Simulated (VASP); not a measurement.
Write the native input for VASP 6.6.1 that does the following.

```
Task                   : single point
Functional             : PBE
Dispersion             : D3(BJ)
Potentials or basis    : VASP PAW PBE potentials, release 64 (Ge_d, Cu)
Cutoff                 : 520 eV
k mesh                 : 9 × 9 × 1
Occupations            : gaussian, width 0.1 eV
Spin                   : no spin polarisation
Dipole correction      : yes
Further INCAR settings : ALGO = Normal; EDIFF = 1e-06; NBANDS = 42
```

The structure of CuGe4 lies in POSCAR:

```
CuGe4
1.0
    4.0303587907      0.0000000000      0.0000000000
   -2.0151793953      3.4903930991      0.0000000000
    0.0000000000      0.0000000000     21.5984135941
Ge Cu
4 1
Direct
    0.3333333333      0.6666666667      0.1851987871
    0.0000000000      0.0000000000      0.2232892486
    0.0000000000      0.0000000000      0.3443139717
    0.6666666667      0.3333333333      0.3795840634
    1.1111111111      0.5555555556      0.5092232143
```

These files were run (other wordings do the same):

INCAR

```
SYSTEM = CuGe4
PREC = Accurate ; ENCUT = 520
EDIFF = 1E-6 ; ISMEAR = 0
SIGMA = 0.1 ; LREAL = .False.
LASPH = .True. ; NELM = 100
ALGO = Normal ; ISIF = 2
LWAVE = .False. ; LCHARG = .False.
LDIPOL = .True. ; IDIPOL = 3
DIPOL = 0.5 0.5 0.328 ; GGA = PE
IVDW = 12 ; NBANDS = 42
```

KPOINTS

```
regular mesh
0
Gamma
  9 9 1
  0 0 0
```

Potentials or basis: VASP PAW PBE potentials, release 64 (Ge_d, Cu).

Launch:

```sh
$ cat potpaw_PBE.64/Ge_d/POTCAR potpaw_PBE.64/Cu/POTCAR > POTCAR
$ mpirun -np 1 vasp_std > vasp.out
```

It gave:

```yaml
Largest_force: 0.943 eV/Å
Band_gap_on_the_k_mesh: zero (an odd number of electrons rules out a gap without spin polarisation)
Dispersion_energy_per_atom: -0.240 eV
```

Run time: 7.3 min on 1 thread of AMD EPYC 9R45 96-Core Processor (Zen 5), with other jobs on the host, peak memory 0.52 GiB.
